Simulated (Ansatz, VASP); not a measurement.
# Two plane-wave programs on N

The input INCAR:

```
SYSTEM = N
  PREC = Accurate
  ENCUT = 520
  EDIFF = 1E-6
  ISMEAR = 0
  SIGMA = 0.05
  LREAL = .FALSE.
  LASPH = .TRUE.
  NELM = 80
  ALGO = Normal
  ISIF = 2
  LWAVE = .FALSE.
  LCHARG = .TRUE.
  GGA = PS
  LELF = .TRUE.
  LVHAR = .TRUE.
  NBANDS = 30
```

KPOINTS

```
Automatic mesh
0
G
  6 6 2
  0 0 0
```

File POSCAR:

```
N
1.0
   -4.6258169325      0.0000000000      0.0000000000
   -2.3129084662     -4.0060749768      0.0000000000
   -0.7709694888      1.3353583256     14.3224973438
N
8
Direct
    0.0349767864      0.6316898802      0.8950696407
    0.1981524418      0.4685142249      0.4055426746
    0.0605750864      0.6060915802      0.8182747407
    0.2237507418      0.4429159249      0.3287477746
    0.6130736028      0.7202597305      0.1607791915
    0.4498979475      0.8834353859      0.6503061576
    0.6386719028      0.6946614305      0.0839842915
    0.4754962474      0.8578370859      0.5735112577
```

Input for Ansatz:

```yaml
crystal:
  lattice:
    - [-4.6258169325, 0.0, 0.0]
    - [-2.3129084662, -4.0060749768, 0.0]
    - [-0.7709694888, 1.3353583256, 14.3224973438]
  atoms:
    - { symbol: "N", position: [0.0349767864, 0.6316898802, 0.8950696407] }
    - { symbol: "N", position: [0.1981524418, 0.4685142249, 0.4055426746] }
    - { symbol: "N", position: [0.0605750864, 0.6060915802, 0.8182747407] }
    - { symbol: "N", position: [0.2237507418, 0.4429159249, 0.3287477746] }
    - { symbol: "N", position: [0.6130736028, 0.7202597305, 0.1607791915] }
    - { symbol: "N", position: [0.4498979475, 0.8834353859, 0.6503061576] }
    - { symbol: "N", position: [0.6386719028, 0.6946614305, 0.0839842915] }
    - { symbol: "N", position: [0.4754962474, 0.8578370859, 0.5735112577] }
basis:
  ecutwfc: 520.0
kpoints:
  mp_grid: { grid: [6, 6, 2] }
hamiltonian:
  xc: pbesol
scf:
  occupations: { method: gaussian, width: 0.05 }
output:
  forces: true
  stress: true
  eigenvalues: true
  write_density: true
  write_potential: true
  elf: true
  volumetric_format: npy
```

Alike in both runs: task single point; functional PBEsol; k mesh 6 × 6 × 2; occupations gaussian, width 0.05 eV; no spin polarisation.

|  | VASP | Ansatz |
| --- | --- | --- |
| version | VASP 6.6.1 | Ansatz 0.2.0 |
| potentials or method | VASP PAW PBE potentials, release 64 (N), cutoff 520 eV | scalar-relativistic, plane waves, PAW |
| valence electrons in the cell | 40 | 40 |

VASP gave:

| Property | Result |
| --- | --- |
| gap on the k mesh at the Fermi level (eV) | 7.35 |
| least direct gap on the mesh (eV) | 7.47 |
| pressure (GPa) | 1.6 |
| traceless stress, the component that is largest in VASP (GPa) | 3.33 |
| rms of the force components (eV/Å) | 1.085 |

**Question.** Estimate Ansatz's values.

**Answer.** gap on the k mesh at the Fermi level (eV): 7.39; least direct gap on the mesh (eV): 7.51; pressure (GPa): 0.1; traceless stress, the component that is largest in VASP (GPa): 0.06; rms of the force components (eV/Å): 0.024.

VASP's potentials were made for PBE, not for PBEsol. Atom by atom the forces differ by 1.086 eV/Å (rms over components). Ansatz's warnings: xc potential rough in thin density.

Noted on VASP's run: the standard files for N, O and F lose accuracy on very short bonds.
